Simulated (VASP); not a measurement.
# Rh (P6_3/mmc) in VASP: a series of runs

Runs on Rh. Level: PBEsol. Tasks: single point.

Everything below comes from runs of VASP 6.6.1. Logs are shortened: lines on timing, memory, paths and dates and some standing lists are left out, and cuts for length are marked.

## 1. The cell of the first run

Symmetry: P6_3/mmc, No. 194, hexagonal system. Conventional cell: a = 2.649 Å, b = 2.649 Å, c = 4.561 Å, α = 90.00°, β = 90.00°, γ = 120.00°. Within 3.5 Å of Rh (site symmetry -6m2) lie 12 Rh at 2.65 to 2.75 Å.

This isn't the form of Rh at room conditions, which is fcc.

## 2. Single point, PBEsol (strain -0.030 along x and y, +0.030 along z)

Contents of INCAR:

```
SYSTEM = Rh
ALGO = Fast
EDIFF = 1E-6
ENCUT = 520
GGA = PS
ISIF = 2
ISMEAR = 0
LASPH = .TRUE.
LCHARG = .FALSE.
LREAL = .FALSE.
LWAVE = .FALSE.
NBANDS = 22
NELM = 100
PREC = Accurate
SIGMA = 0.15
```

Contents of KPOINTS:

```
k-points
0
G
  21 21 12
  0 0 0
```

Contents of POSCAR:

```
Rh
1.0
    2.6490496710      0.0000000000      0.0000000000
   -1.3245248355      2.2941443109      0.0000000000
    0.0000000000      0.0000000000      4.5613436700
Rh
2
Direct
    0.6666666667      0.3333333333      0.7500000000
    0.3333333333      0.6666666667      0.2500000000
```

Potentials or basis: VASP PAW PBE potentials, release 64 (Rh_pv).

Command:

```bash
cat potpaw_PBE.64/Rh_pv/POTCAR > POTCAR
mpirun -np 1 vasp_std > vasp.out
```

OUTCAR:

```text
SYSTEM = Rh
   EDIFF = 1E-6
   ENCUT = 520
   GGA = PS
   ISIF = 2
   ISMEAR = 0
   LASPH = .TRUE.
   LREAL = .FALSE.
   NELM = 100
   PREC = Accurate

 ion  position               nearest neighbor table
   1  0.667  0.333  0.750-   2 2.75   2 2.75   2 2.75   2 2.75   2 2.75   2 2.75
   2  0.333  0.667  0.250-   1 2.75   1 2.75   1 2.75   1 2.75   1 2.75   1 2.75

  LATTYP: Found a hexagonal cell.
 ALAT       =     2.6490496710
 C/A-ratio  =     1.7218792535

  Lattice vectors:

 A1 = (   2.6490496710,   0.0000000000,   0.0000000000)
 A2 = (  -1.3245248355,   2.2941443109,   0.0000000000)
 A3 = (   0.0000000000,   0.0000000000,   4.5613436700)

Analysis of symmetry for initial positions (statically):
=====================================================================
 Subroutine PRICEL returns:
 Original cell was already a primitive cell.

 Routine SETGRP: Setting up the symmetry group for a
 hexagonal supercell.

 Subroutine GETGRP returns: Found 24 space group operations
 (whereof 12 operations were pure point group operations)
 out of a pool of 24 trial point group operations.

The static configuration has the point symmetry D_3d.
 The point group associated with its full space group is D_6h.

Analysis of symmetry for dynamics (positions and initial velocities):
=====================================================================
 Subroutine PRICEL returns:
 Original cell was already a primitive cell.

 Routine SETGRP: Setting up the symmetry group for a
 hexagonal supercell.

 Subroutine GETGRP returns: Found 24 space group operations
 (whereof 12 operations were pure point group operations)
 out of a pool of 24 trial point group operations.

The dynamic configuration has the point symmetry D_3d.
 The point group associated with its full space group is D_6h.

 Subroutine INISYM returns: Found 24 space group operations
 (whereof 12 operations are pure point group operations),
 and found     1 'primitive' translations

----------------------------------------------------------------------------------------

                                     Primitive cell

  volume of cell :      27.7207

  direct lattice vectors                    reciprocal lattice vectors
     2.649049671  0.000000000  0.000000000     0.377493865  0.217946185  0.000000000
    -1.324524836  2.294144311  0.000000000     0.000000000  0.435892370  0.000000000
     0.000000000  0.000000000  4.561343670     0.000000000  0.000000000  0.219233645

  length of vectors
     2.649049671  2.649049671  4.561343670     0.435892370  0.435892370  0.219233645

  position of ions in fractional coordinates (direct lattice)
     0.666666667  0.333333333  0.750000000
     0.333333333  0.666666667  0.250000000

  ion indices of the primitive-cell ions
   primitive index   ion index
                 1           1
                 2           2

----------------------------------------------------------------------------------------

 KPOINTS: k-points

Automatic generation of k-mesh.
 Grid dimensions read from file:
 generate k-points for:   21   21   12

 Generating k-lattice:

  Cartesian coordinates                     Fractional coordinates (reciprocal lattice)
     0.017975898  0.010378390  0.000000000     0.047619048  0.000000000  0.000000000
     0.000000000  0.020756780  0.000000000     0.000000000  0.047619048  0.000000000
     0.000000000  0.000000000  0.018269470     0.000000000  0.000000000  0.083333333

  Length of vectors
     0.020756780  0.020756780  0.018269470

  Shift w.r.t. Gamma in fractional coordinates (k-lattice)
     0.000000000  0.000000000  0.000000000

 Subroutine IBZKPT returns following result:
 ===========================================

 Found    336 irreducible k-points:

 Following reciprocal coordinates:
            Coordinates               Weight
  0.000000  0.000000  0.000000      1.000000
  0.047619  0.000000  0.000000      6.000000
  0.095238 -0.000000  0.000000      6.000000
  0.142857  0.000000  0.000000      6.000000
  0.190476 -0.000000  0.000000      6.000000
  0.238095  0.000000  0.000000      6.000000
[... 16 lines left out ...]
  0.142857  0.095238  0.000000     12.000000
  0.190476  0.095238  0.000000     12.000000
 [... further k-points ...]
   k-points           NKPTS =    336   k-points in BZ     NKDIM =    336   number of bands    NBANDS=     22
   number of dos      NEDOS =    301   number of ions     NIONS =      2
   total plane-waves  NPLWV =  14400
   dimension x,y,z NGX =    20 NGY =   20 NGZ =   36
   dimension x,y,z NGXF=    40 NGYF=   40 NGZF=   72
   ions per type =               2
   NGX,Y,Z   is equivalent  to a cutoff of  12.55, 12.55, 13.12 a.u.
   NGXF,Y,Z  is equivalent  to a cutoff of  25.10, 25.10, 26.24 a.u.
 SYSTEM =  Rh
   PREC   = accura    normal or accurate (medium, high low for compatibility)
   ISTART =      0    job   : 0-new  1-cont  2-samecut
   ICHARG =      2    charge: 1-file 2-atom 10-const
   ISPIN  =      1    spin polarized calculation?
   LNONCOLLINEAR =      F non collinear calculations
   LSORBIT =      F    spin-orbit coupling
   LASPH  =      T    aspherical Exc in radial PAW
   ENCUT  =  520.0 eV  38.22 Ry    6.18 a.u.   4.93  4.93  8.48*2*pi/ulx,y,z
   NELM   =    100;   NELMIN=  2; NELMDL= -5     # of ELM steps
   EDIFF  = 0.1E-05   stopping-criterion for ELM
   LREAL  =      F    real-space projection
   EDIFFG = 0.1E-04   stopping-criterion for IOM
   NSW    =      0    number of steps for IOM
   IBRION =     -1    ionic relax: 0-MD 1-quasi-New 2-CG
   NFREE  =      0    steps in history (QN), initial steepest desc. (CG)
   ISIF   =      2    stress and relaxation
   ISYM   =      2    0-nonsym 1-usesym 2-fastsym
   POTIM  = 0.5000    time-step for ionic-motion
   TEBEG  =    0.0;   TEEND  =   0.0 temperature during run
   PSTRESS=    0.0 pullay stress
   NELECT =      30.0000    total number of electrons
   NUPDOWN=      -1.0000    fix difference up-down
   EMIN   =  10.00;   EMAX   =-10.00  energy-range for DOS
   EFERMI =   0.00;   METHOD = LEGACY
   ISMEAR =     0;   SIGMA  =   0.15  broadening in eV -4-tet -1-fermi 0-gaus
   EFERMI_NEDOS =   21; number of points for ismear=-14 and -15
   IALGO  =     68    algorithm
   IMIX   =      4    mixing-type and parameters
     AMIX     =   0.40;   BMIX     =  1.00
     AMIX_MAG =   1.60;   BMIX_MAG =  1.00
  volume/ion in A,a.u.               =      13.86        93.53
  Fermi-wavevector in a.u.,A,eV,Ry     =   1.680792  3.176237 38.437310  2.825063
  Thomas-Fermi vector in A             =   2.764464
   LORBIT       =      0    0 simple, 1 ext, 2 COOP (PROOUT), +10 PAW based schemes
   GGA     = PS    functional components
   LHFCALC =     F    Hartree Fock is set to
   AEXX    =    0.0000 exact exchange contribution
   IVDW    =     0    specifies the selected vdW correction
   LEPSILON=     F    determine dielectric tensor
   LRPA    =     F    only Hartree local field effects (RPA)
 non-spin polarized calculation
 RMM-DIIS sequential band-by-band and
 Gauss-broadening in eV      SIGMA  =   0.15
  energy-cutoff  :      520.00
  volume of cell :       27.72
 maximum number of plane-waves:       771
 NGX is ok and might be reduce to    20
   NGX =  9   NGY =  9   NGZ = 17

 number of electron      29.9999995 magnetization

 Free energy of the ion-electron system (eV)
  ---------------------------------------------------
  ext. energy  EPLUGINS =         0.00000000
  ---------------------------------------------------
  free energy    TOTEN  =       -16.13635972 eV

  energy without entropy =      -16.10036280  energy(sigma->0) =      -16.11836126

 E-fermi :  11.6465     XC(G=0): -14.1613

 val. band max:       11.6439340887   @ k =   0.1429   0.0476   0.3333
 cond. band min:      11.6482157630   @ k =   0.4286   0.0952   0.1667
 fundamental gap:      0.0042816743
 Fermi energy:        11.6464800650

 k-point     1 :       0.0000    0.0000    0.0000
  band No.  band energies     occupation
      1     -35.3239      2.00000
      2     -34.7568      2.00000
      3     -34.7568      2.00000
      4     -34.7024      2.00000
      5     -34.6841      2.00000
      6     -34.6841      2.00000
[... 14 lines left out ...]
     21      28.8256      0.00000
     22      30.2831      0.00000

 k-point     2 :       0.0476    0.0000    0.0000
  band No.  band energies     occupation
      1     -35.3189      2.00000
      2     -34.7715      2.00000
      3     -34.7611      2.00000
      4     -34.7035      2.00000
      5     -34.6992      2.00000
      6     -34.6869      2.00000
[... 14 lines left out ...]
     21      28.9460      0.00000
     22      30.3888      0.00000

 k-point     3 :       0.0952   -0.0000    0.0000
  band No.  band energies     occupation
      1     -35.3039      2.00000
      2     -34.8143      2.00000
      3     -34.7734      2.00000
      4     -34.7428      2.00000
      5     -34.7071      2.00000
      6     -34.6949      2.00000
[... 14 lines left out ...]
     21      29.2851      0.00000
     22      30.6058      0.00000

 k-point     4 :       0.1429    0.0000    0.0000
  band No.  band energies     occupation
      1     -35.2798      2.00000
      2     -34.8813      2.00000
      3     -34.8104      2.00000
      4     -34.7926      2.00000
      5     -34.7131      2.00000
      6     -34.7076      2.00000
[... 14 lines left out ...]
     21      29.7509      0.00000
     22      30.6422      0.00000

 k-point     5 :       0.1905   -0.0000    0.0000
  band No.  band energies     occupation
      1     -35.2479      2.00000
      2     -34.9665      2.00000
      3     -34.8954      2.00000
      4     -34.8165      2.00000
      5     -34.7242      2.00000
      6     -34.7221      2.00000
[... 417 lines left out ...]
 k-point    22 :       0.0952    0.0952    0.0000
  band No.  band energies     occupation
      1     -35.2658      2.00000
      2     -34.9088      2.00000
      3     -34.8638      2.00000
      4     -34.7901      2.00000
      5     -34.7231      2.00000
      6     -34.7169      2.00000
[... 14 lines left out ...]
     21      29.8003      0.00000
     22      30.0569      0.00000

 k-point    23 :       0.1429    0.0952    0.0000
  band No.  band energies     occupation
      1     -35.2347      2.00000
      2     -34.9827      2.00000
      3     -34.9406      2.00000
      4     -34.8184      2.00000
      5     -34.7450      2.00000
      6     -34.7262      2.00000
[... 14 lines left out ...]
     21      28.7591      0.00000
     22      30.1241      0.00000

 k-point    24 :       0.1905    0.0952    0.0000
  band No.  band energies     occupation
      1     -35.1975      2.00000
      2     -35.0692      2.00000
      3     -35.0222      2.00000
      4     -34.8516      2.00000
      5     -34.7683      2.00000
      6     -34.7386      2.00000
[... 14 lines left out ...]
     21      27.9107      0.00000
     22      29.1999      0.00000

 [... further k-points ...]

------------------------ aborting loop because EDIFF is reached ----------------------------------------

  FORCE on cell =-STRESS in cart. coord.  units (eV):
  Direction    XX          YY          ZZ          XY          YZ          ZX
  --------------------------------------------------------------------------------------
  -------------------------------------------------------------------------------------
  Total        0.0981658      0.0981658     -2.9150295      0.0000000      0.0000000      0.0000000
  in kB        5.6737107      5.6737107   -168.4805998      0.0000000      0.0000000      0.0000000
  external PRESSURE =     -52.3777261 kB  Pullay stress =       0.0000000 kB

 VOLUME and BASIS-vectors are now :
 -----------------------------------------------------------------------------
  energy-cutoff  :      520.00
  volume of cell :       27.72
      direct lattice vectors                 reciprocal lattice vectors
     2.649049671  0.000000000  0.000000000     0.377493865  0.217946185  0.000000000
    -1.324524836  2.294144311  0.000000000     0.000000000  0.435892370  0.000000000
     0.000000000  0.000000000  4.561343670     0.000000000  0.000000000  0.219233645

 POSITION                                       TOTAL-FORCE (eV/Angst)
 -----------------------------------------------------------------------------------
      1.32452      0.76471      3.42101         0.000000     -0.000000      0.000000
     -0.00000      1.52943      1.14034        -0.000000      0.000000      0.000000
 -----------------------------------------------------------------------------------
    total drift:                               -0.000000      0.000000     -0.000000

  FREE ENERGIE OF THE ION-ELECTRON SYSTEM (eV)
  ---------------------------------------------------
  free  energy   TOTEN  =       -16.1363597242 eV

  energy  without entropy=      -16.1003628031  energy(sigma->0) =      -16.11836126
```

It took 1.7 min on 1 thread of Intel Xeon Platinum 8488C (Sapphire Rapids), shared host; peak memory 0.27 GiB.

Results:

```yaml
Free_energy: -16.1364 eV
Pressure: -5.2 GPa
Band_gap_on_the_k_mesh: zero (bands 15 and 16 overlap by 2.50 eV)
```

Levels at points of the mesh, in eV from the Fermi level:
| k point | band 12 | band 13 | band 14 | band 15 | band 16 | band 17 | band 18 | band 19 |
| --- | --- | --- | --- | --- | --- | --- | --- | --- |
| (0.00, 0.00, 0.00) | -2.56 | -2.56 | -1.41 | -1.41 | 0.11 | 0.23 | 0.23 | 7.64 |
| (0.00, 0.00, 0.50) | -2.97 | -2.97 | -2.97 | -0.34 | -0.34 | -0.34 | -0.34 | 13.92 |

Caveat: the cell differs from its parent crystal (strain -0.030 along x and y, +0.030 along z); the stress differs along the axes, from -17 to 1 GPa; the PAW data sets were made with another functional, which shifts forces and pressure a little.

(Continued in part 2 of 2.)
